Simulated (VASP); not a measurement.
# Si2Mo (P6_222) in VASP: further runs

The runs below take Si2Mo through single point, with LDA.

Everything below comes from runs of VASP 6.6.1. Logs are shortened: lines on timing, memory, paths and dates and some standing lists are left out, and cuts for length are marked.

## 1. The cell of the first run

It takes space group P6_222 (No. 180, hexagonal). The conventional cell has a = 4.551 Å, b = 4.551 Å, c = 6.531 Å, α = 90.00°, β = 90.00°, γ = 120.00°. Si (site symmetry 2) has 9 Si at 2.53 to 3.17 Å and 5 Mo at 2.55 to 2.65 Å within 3.3 Å. Mo (site symmetry 222) has 10 Si at 2.55 to 2.65 Å and 4 Mo at 3.15 Å within 3.4 Å.

## 2. Single point, LDA

Contents of INCAR:

```
ALGO = Normal
EDIFF = 1E-6
ENCUT = 520
GGA = CA
ISIF = 2
ISMEAR = 0
LASPH = T
LCHARG = F
LREAL = F
LWAVE = F
NBANDS = 43
NELM = 80
PREC = Accurate
SIGMA = 0.1
```

Contents of KPOINTS:

```
k-points
0
Gamma
  9 9 6
```

Contents of POSCAR:

```
Si2Mo
1.0
    4.5505415691      0.0000000000      0.0000000000
   -2.2752707846      3.9408845998      0.0000000000
    0.0000000000      0.0000000000      6.5313770043
Si Mo
6 3
Direct
    0.1642264869      0.8357735131      0.8333333333
    0.3284529739      0.1642264869      0.1666666667
    0.8357735131      0.6715470261      0.5000000000
    0.8357735131      0.1642264869      0.8333333333
    0.6715470261      0.8357735131      0.1666666667
    0.1642264869      0.3284529739      0.5000000000
    0.5000000000      0.0000000000      0.5000000000
    0.0000000000      0.5000000000      0.1666666667
    0.5000000000      0.5000000000      0.8333333333
```

Potentials or basis: VASP PAW LDA potentials, release 64 (Si, Mo_sv).

Launch:

```bash
$ cat potpaw_LDA.64/Si/POTCAR potpaw_LDA.64/Mo_sv/POTCAR > POTCAR
$ mpirun -np 1 vasp_std > vasp.out
```

OUTCAR:

```text
EDIFF = 1E-6
   ENCUT = 520
   GGA = CA
   ISIF = 2
   ISMEAR = 0
   LASPH = T
   LREAL = F
   NELM = 80
   PREC = Accurate

 ion  position               nearest neighbor table
   1  0.164  0.836  0.833-   3 2.53   2 2.53   7 2.55   8 2.55   4 2.59   9 2.62   9 2.62   9 2.65
                             4 2.65   4 2.65   6 3.13   5 3.13
   2  0.328  0.164  0.167-   6 2.53   1 2.53   7 2.55   9 2.55   5 2.59   8 2.62   8 2.62   8 2.65
                             5 2.65   5 2.65   3 3.13   4 3.13
   3  0.836  0.672  0.500-   1 2.53   5 2.53   8 2.55   9 2.55   6 2.59   7 2.62   7 2.62   7 2.65
                             6 2.65   6 2.65   2 3.13   4 3.13
   4  0.836  0.164  0.833-   6 2.53   5 2.53   7 2.55   8 2.55   1 2.59   9 2.62   9 2.62   9 2.65
                             1 2.65   1 2.65   3 3.13   2 3.13
   5  0.672  0.836  0.167-   3 2.53   4 2.53   7 2.55   9 2.55   2 2.59   8 2.62   8 2.62   8 2.65
                             2 2.65   2 2.65   6 3.13   1 3.13
   6  0.164  0.328  0.500-   4 2.53   2 2.53   8 2.55   9 2.55   3 2.59   7 2.62   7 2.62   7 2.65
                             3 2.65   3 2.65   5 3.13   1 3.13
   7  0.500  0.000  0.500-   2 2.55   5 2.55   4 2.55   1 2.55   6 2.62   3 2.62   6 2.62   3 2.62
                             6 2.65   3 2.65   8 3.15   8 3.15   9 3.15   9 3.15
   8  0.000  0.500  0.167-   3 2.55   6 2.55   4 2.55   1 2.55   2 2.62   5 2.62   2 2.62   5 2.62
                             5 2.65   2 2.65   7 3.15   7 3.15   9 3.15   9 3.15
   9  0.500  0.500  0.833-   3 2.55   6 2.55   5 2.55   2 2.55   1 2.62   4 2.62   1 2.62   4 2.62
                             1 2.65   4 2.65   7 3.15   7 3.15   8 3.15   8 3.15

  LATTYP: Found a hexagonal cell.
 ALAT       =     4.5505415691
 C/A-ratio  =     1.4352966356

  Lattice vectors:

 A1 = (   4.5505415691,   0.0000000000,   0.0000000000)
 A2 = (  -2.2752707846,   3.9408845998,   0.0000000000)
 A3 = (   0.0000000000,   0.0000000000,   6.5313770043)

Analysis of symmetry for initial positions (statically):
=====================================================================
 Subroutine PRICEL returns:
 Original cell was already a primitive cell.

 Routine SETGRP: Setting up the symmetry group for a
 hexagonal supercell.

 Subroutine GETGRP returns: Found 12 space group operations
 (whereof  4 operations were pure point group operations)
 out of a pool of 24 trial point group operations.

The static configuration has the point symmetry D_2 .
 The point group associated with its full space group is D_6 .

Analysis of symmetry for dynamics (positions and initial velocities):
=====================================================================
 Subroutine PRICEL returns:
 Original cell was already a primitive cell.

 Routine SETGRP: Setting up the symmetry group for a
 hexagonal supercell.

 Subroutine GETGRP returns: Found 12 space group operations
 (whereof  4 operations were pure point group operations)
 out of a pool of 24 trial point group operations.

The dynamic configuration has the point symmetry D_2 .
 The point group associated with its full space group is D_6 .

 Subroutine INISYM returns: Found 12 space group operations
 (whereof  4 operations are pure point group operations),
 and found     1 'primitive' translations

----------------------------------------------------------------------------------------

                                     Primitive cell

  volume of cell :     117.1282

  direct lattice vectors                    reciprocal lattice vectors
     4.550541569  0.000000000  0.000000000     0.219754063  0.126875068  0.000000000
    -2.275270785  3.940884600  0.000000000     0.000000000  0.253750135  0.000000000
     0.000000000  0.000000000  6.531377004     0.000000000  0.000000000  0.153107071

  length of vectors
     4.550541569  4.550541569  6.531377004     0.253750135  0.253750135  0.153107071

  position of ions in fractional coordinates (direct lattice)
     0.164226487  0.835773513  0.833333333
     0.328452974  0.164226487  0.166666667
     0.835773513  0.671547026  0.500000000
     0.835773513  0.164226487  0.833333333
     0.671547026  0.835773513  0.166666667
     0.164226487  0.328452974  0.500000000
     0.500000000  0.000000000  0.500000000
     0.000000000  0.500000000  0.166666667
     0.500000000  0.500000000  0.833333333

  ion indices of the primitive-cell ions
   primitive index   ion index
                 1           1
                 2           2
                 3           3
                 4           4
                 5           5
                 6           6
                 7           7
                 8           8
                 9           9

----------------------------------------------------------------------------------------

 KPOINTS: k-points

Automatic generation of k-mesh.
 Grid dimensions read from file:
 generate k-points for:    9    9    6

 Generating k-lattice:

  Cartesian coordinates                     Fractional coordinates (reciprocal lattice)
     0.024417118  0.014097230  0.000000000     0.111111111  0.000000000  0.000000000
     0.000000000  0.028194459  0.000000000     0.000000000  0.111111111  0.000000000
     0.000000000  0.000000000  0.025517845     0.000000000  0.000000000  0.166666667

  Length of vectors
     0.028194459  0.028194459  0.025517845

  Shift w.r.t. Gamma in fractional coordinates (k-lattice)
     0.000000000  0.000000000  0.000000000

 Subroutine IBZKPT returns following result:
 ===========================================

 Found     48 irreducible k-points:

 Following reciprocal coordinates:
            Coordinates               Weight
  0.000000  0.000000  0.000000      1.000000
  0.111111  0.000000  0.000000      6.000000
  0.222222  0.000000  0.000000      6.000000
  0.333333  0.000000  0.000000      6.000000
  0.444444  0.000000  0.000000      6.000000
  0.111111  0.111111  0.000000      6.000000
[... 16 lines left out ...]
  0.333333  0.222222  0.166667     24.000000
  0.333333  0.333333  0.166667      4.000000
 [... further k-points ...]
   k-points           NKPTS =     48   k-points in BZ     NKDIM =     48   number of bands    NBANDS=     43
   number of dos      NEDOS =    301   number of ions     NIONS =      9
   total plane-waves  NPLWV =  64800
   dimension x,y,z NGX =    36 NGY =   36 NGZ =   50
   dimension x,y,z NGXF=    72 NGYF=   72 NGZF=  100
   ions per type =               6   3
   NGX,Y,Z   is equivalent  to a cutoff of  13.15, 13.15, 12.73 a.u.
   NGXF,Y,Z  is equivalent  to a cutoff of  26.30, 26.30, 25.45 a.u.
 SYSTEM =  unknown system
   PREC   = accura    normal or accurate (medium, high low for compatibility)
   ISTART =      0    job   : 0-new  1-cont  2-samecut
   ICHARG =      2    charge: 1-file 2-atom 10-const
   ISPIN  =      1    spin polarized calculation?
   LNONCOLLINEAR =      F non collinear calculations
   LSORBIT =      F    spin-orbit coupling
   LASPH  =      T    aspherical Exc in radial PAW
   ENCUT  =  520.0 eV  38.22 Ry    6.18 a.u.   8.46  8.46 12.14*2*pi/ulx,y,z
   NELM   =     80;   NELMIN=  2; NELMDL= -5     # of ELM steps
   EDIFF  = 0.1E-05   stopping-criterion for ELM
   LREAL  =      F    real-space projection
   EDIFFG = 0.1E-04   stopping-criterion for IOM
   NSW    =      0    number of steps for IOM
   IBRION =     -1    ionic relax: 0-MD 1-quasi-New 2-CG
   NFREE  =      0    steps in history (QN), initial steepest desc. (CG)
   ISIF   =      2    stress and relaxation
   ISYM   =      2    0-nonsym 1-usesym 2-fastsym
   POTIM  = 0.5000    time-step for ionic-motion
   TEBEG  =    0.0;   TEEND  =   0.0 temperature during run
   PSTRESS=    0.0 pullay stress
   NELECT =      66.0000    total number of electrons
   NUPDOWN=      -1.0000    fix difference up-down
   EMIN   =  10.00;   EMAX   =-10.00  energy-range for DOS
   EFERMI =   0.00;   METHOD = LEGACY
   ISMEAR =     0;   SIGMA  =   0.10  broadening in eV -4-tet -1-fermi 0-gaus
   EFERMI_NEDOS =   21; number of points for ismear=-14 and -15
   IALGO  =     38    algorithm
   IMIX   =      4    mixing-type and parameters
     AMIX     =   0.40;   BMIX     =  1.00
     AMIX_MAG =   1.60;   BMIX_MAG =  1.00
  volume/ion in A,a.u.               =      13.01        87.82
  Fermi-wavevector in a.u.,A,eV,Ry     =   1.352183  2.555256 24.876894  1.828400
  Thomas-Fermi vector in A             =   2.479543
   LORBIT       =      0    0 simple, 1 ext, 2 COOP (PROOUT), +10 PAW based schemes
   GGA     = CA    functional components
   LHFCALC =     F    Hartree Fock is set to
   AEXX    =    0.0000 exact exchange contribution
   IVDW    =     0    specifies the selected vdW correction
   LEPSILON=     F    determine dielectric tensor
   LRPA    =     F    only Hartree local field effects (RPA)
 non-spin polarized calculation
 Gauss-broadening in eV      SIGMA  =   0.10
  energy-cutoff  :      520.00
  volume of cell :      117.13
 maximum number of plane-waves:      3192
 NGX is ok and might be reduce to    36
   NGX = 17   NGY = 17   NGZ = 25

 number of electron      65.9999994 magnetization

 Free energy of the ion-electron system (eV)
  ---------------------------------------------------
  ext. energy  EPLUGINS =         0.00000000
  ---------------------------------------------------
  free energy    TOTEN  =       -77.21164204 eV

  energy without entropy =      -77.21077222  energy(sigma->0) =      -77.21120713

 E-fermi :  13.2263     XC(G=0): -12.6924

 val. band max:       13.1511075052   @ k =   0.4444   0.0000   0.5000
 cond. band min:      13.2989215499   @ k =   0.4444   0.0000   0.0000
 fundamental gap:      0.1478140447
 Fermi energy:        13.2262634845

 k-point     1 :       0.0000    0.0000    0.0000
  band No.  band energies     occupation
      1     -47.5757      2.00000
      2     -47.5408      2.00000
      3     -47.5408      2.00000
      4     -22.0315      2.00000
      5     -22.0281      2.00000
      6     -22.0281      2.00000
[... 35 lines left out ...]
     42      16.2814      0.00000
     43      16.7120      0.00000

 k-point     2 :       0.1111    0.0000    0.0000
  band No.  band energies     occupation
      1     -47.5747      2.00000
      2     -47.5417      2.00000
      3     -47.5408      2.00000
      4     -22.0519      2.00000
      5     -22.0356      2.00000
      6     -22.0202      2.00000
[... 35 lines left out ...]
     42      16.2945      0.00000
     43      16.6950      0.00000

 k-point     3 :       0.2222    0.0000    0.0000
  band No.  band energies     occupation
      1     -47.5720      2.00000
      2     -47.5443      2.00000
      3     -47.5408      2.00000
      4     -22.0713      2.00000
      5     -22.0480      2.00000
      6     -22.0222      2.00000
[... 35 lines left out ...]
     42      16.4615      0.00000
     43      17.0584      0.00000

 k-point     4 :       0.3333    0.0000    0.0000
  band No.  band energies     occupation
      1     -47.5680      2.00000
      2     -47.5480      2.00000
      3     -47.5407      2.00000
      4     -22.0850      2.00000
      5     -22.0588      2.00000
      6     -22.0251      2.00000
[... 863 lines left out ...]
     42      16.4386      0.00000
     43      16.9665      0.00000

 k-point    23 :       0.3333    0.2222    0.1667
  band No.  band energies     occupation
      1     -47.5623      2.00000
      2     -47.5530      2.00000
      3     -47.5411      2.00000
      4     -22.0900      2.00000
      5     -22.0648      2.00000
      6     -22.0395      2.00000
[... 35 lines left out ...]
     42      16.5229      0.00000
     43      16.8908      0.00000

 k-point    24 :       0.3333    0.3333    0.1667
  band No.  band energies     occupation
      1     -47.5608      2.00000
      2     -47.5541      2.00000
      3     -47.5414      2.00000
      4     -22.0914      2.00000
      5     -22.0613      2.00000
      6     -22.0458      2.00000
[... 35 lines left out ...]
     42      16.6320      0.00000
     43      16.7039      0.00000

 [... further k-points ...]

------------------------ aborting loop because EDIFF is reached ----------------------------------------

  FORCE on cell =-STRESS in cart. coord.  units (eV):
  Direction    XX          YY          ZZ          XY          YZ          ZX
  --------------------------------------------------------------------------------------
  -------------------------------------------------------------------------------------
  Total        0.4657203      0.4657203      0.4902021     -0.0000000      0.0000000      0.0000000
  in kB        6.3705097      6.3705097      6.7053920     -0.0000000      0.0000000      0.0000000
  external PRESSURE =       6.4821371 kB  Pullay stress =       0.0000000 kB

 VOLUME and BASIS-vectors are now :
 -----------------------------------------------------------------------------
  energy-cutoff  :      520.00
  volume of cell :      117.13
      direct lattice vectors                 reciprocal lattice vectors
     4.550541569  0.000000000  0.000000000     0.219754063  0.126875068  0.000000000
    -2.275270785  3.940884600  0.000000000     0.000000000  0.253750135  0.000000000
     0.000000000  0.000000000  6.531377004     0.000000000  0.000000000  0.153107071

 POSITION                                       TOTAL-FORCE (eV/Angst)
 -----------------------------------------------------------------------------------
     -1.15429      3.29369      5.44281        -0.005476      0.003161     -0.000000
      1.12098      0.64720      1.08856        -0.005476     -0.003161      0.000000
      2.27527      2.64649      3.26569        -0.000000      0.006323     -0.000000
      3.42956      0.64720      5.44281         0.005476     -0.003161      0.000000
      1.15429      3.29369      1.08856         0.005476      0.003161     -0.000000
     -0.00000      1.29440      3.26569         0.000000     -0.006323     -0.000000
      2.27527      0.00000      3.26569        -0.000000     -0.000000     -0.000000
     -1.13764      1.97044      1.08856        -0.000000      0.000000      0.000000
      1.13764      1.97044      5.44281        -0.000000      0.000000     -0.000000
 -----------------------------------------------------------------------------------
    total drift:                               -0.000000     -0.000000      0.000001

  FREE ENERGIE OF THE ION-ELECTRON SYSTEM (eV)
  ---------------------------------------------------
  free  energy   TOTEN  =       -77.2116420443 eV

  energy  without entropy=      -77.2107722172  energy(sigma->0) =      -77.21120713
```

Run time: 4.7 min. Hardware: 1 thread of Intel Xeon 8259CL, shared host; peak memory 0.32 GiB.

What came out:

```yaml
Free_energy: -77.2116 eV
Pressure: 0.6 GPa
Largest_force: 0.006 eV/Å
Band_gap_on_the_k_mesh: 0.15 eV (least direct gap 0.58 eV)
```

Forces in eV/Å, atoms in the order of the input:
```
Si  -0.005  0.003  0.000
Si  -0.005 -0.003  0.000
Si   0.000  0.006  0.000
Si   0.005 -0.003  0.000
Si   0.005  0.003  0.000
Si   0.000 -0.006  0.000
Mo   0.000  0.000  0.000
Mo   0.000  0.000  0.000
Mo   0.000  0.000  0.000
```

Levels at points of the mesh, in eV from the valence-band top:
```
           k point  band 31  band 32  band 33  band 34  band 35  band 36
(0.00, 0.00, 0.00)    -2.70    -2.05    -0.81     2.08     2.47     2.47
(0.00, 0.00, 0.50)    -1.99    -0.71    -0.71     1.96     2.40     2.40
```

Caveat: an odd mesh through Γ misses points on the zone boundary, where band edges can lie.

(Part 1 of 2 ends here.)
